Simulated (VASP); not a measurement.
Wanted: the native input for a VASP 6.6.1 run.

| Property | Result |
| --- | --- |
| Task | single point |
| Functional | r2SCAN |
| Potentials or basis | VASP PAW PBE potentials, release 64 (Be, S) |
| Cutoff | 520 eV |
| k mesh | 8 × 8 × 8 |
| Occupations | gaussian, width 0.01 eV |
| Spin | no spin polarisation |
| Dipole correction | no |
| Further INCAR settings | ALGO = Normal; EDIFF = 1e-06; NBANDS = 11 |

BeS:

```
Be S
1.0
     2.38554    2.38554    0.00000
    -2.38554    2.38554    0.00000
     0.00000    2.38554    2.46344
Be S
1 1
Direct
  0.00000 0.00000 0.00000
  0.75000 0.25000 0.50000
```

This cell differs from its parent crystal: in-plane strain -0.02.

These files were run (other wordings do the same):

POSCAR

```
BeS
1.0
    2.3855400086      2.3855400086      0.0000000000
   -2.3855400086      2.3855400086      0.0000000000
    0.0000000000      2.3855400086      2.4634351925
Be S
1 1
Direct
    0.0000000000      0.0000000000      0.0000000000
    0.7500000000      0.2500000000      0.5000000000
```

INCAR.step1

```
SYSTEM = BeS
  ALGO = Normal
  EDIFF = 1E-4
  ENCUT = 520
  GGA = PE
  ISMEAR = 0
  LASPH = .True.
  LCHARG = .False.
  LREAL = .False.
  LWAVE = .True.
  NBANDS = 11
  NELM = 100
  PREC = Accurate
  SIGMA = 0.01
```

INCAR.step2

```
SYSTEM = BeS
  ALGO = Normal
  EDIFF = 1E-6
  ENCUT = 520
  ISIF = 2
  ISMEAR = 0
  ISTART = 1
  LASPH = .True.
  LCHARG = .False.
  LMIXTAU = .True.
  LREAL = .False.
  LWAVE = .False.
  METAGGA = R2SCAN
  NBANDS = 11
  NELM = 100
  PREC = Accurate
  SIGMA = 0.01
```

KPOINTS

```
k-points
0
Gamma
  8 8 8
  0 0 0
```

Potentials or basis: VASP PAW PBE potentials, release 64 (Be, S).

Command:

```console
$ cat potpaw_PBE.64/Be/POTCAR potpaw_PBE.64/S/POTCAR > POTCAR
$ cp INCAR.step1 INCAR
$ mpirun -np 1 vasp_std > vasp.out
$ cp INCAR.step2 INCAR
$ mpirun -np 1 vasp_std > vasp.out
```

It gave:

- Pressure: 3.2 GPa
- Band gap on the k mesh: 3.38 eV (least direct gap 6.18 eV)

Caveat: the cell differs from its parent crystal (in-plane strain -0.02); the cell stands under pressure; the PAW data sets were made with another functional, which shifts forces and pressure a little.

It took 110 s on 1 thread of Intel Xeon 8259CL, on a shared host, peak memory 0.16 GiB.
